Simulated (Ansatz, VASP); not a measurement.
## Two plane-wave programs on CdS

```
CELL_PARAMETERS angstrom
4.15000 0.00000 0.00000
-2.07500 3.59401 0.00000
0.00000 0.00000 6.73700
ATOMIC_POSITIONS crystal
Cd 0.66667 0.33333 0.50000
Cd 0.33333 0.66667 0.00000
S 0.66667 0.33333 0.87500
S 0.33333 0.66667 0.37500
```

Alike in both runs: functional PBEsol; k mesh 4 × 4 × 3; occupations fermi-dirac, width 0.05 eV; no spin polarisation.

|  | VASP | Ansatz |
| --- | --- | --- |
| version | VASP 6.6.1 | Ansatz 0.2.0 |
| potentials or method | VASP PAW PBE potentials, release 64 (Cd, S) | Ansatz PAW |
| plane-wave cutoff (eV) | 520 | 420 |
| valence electrons in the cell | 36 | 52 |
| task | single point | projected density of states |

```tsv
	VASP	Ansatz	Ansatz less VASP
gap on the k mesh at the Fermi level (eV)	1.05	1.05	-0.004
least direct gap on the mesh (eV)	1.05	1.05	-0.004
pressure (GPa)	-0.5	-0.9	-0.37
traceless stress, the component that is largest in VASP (GPa)	0.25	0.23	-0.014
rms of the force components (eV/Å)	0.031	0.031	-0.0008
```

VASP's potentials were made for PBE, not for PBEsol. Atom by atom the forces differ by 0.001 eV/Å (rms over components). VASP's potentials hold 36 valence electrons a cell and Ansatz's 52, so a difference there can come from the potentials and not from the codes.

The k mesh is coarse, so the values compare programs but aren't converged. Noted on Ansatz's run: odd divisions of the mesh miss points on the zone boundary, where band edges often lie, so the gap on the mesh can be too wide.
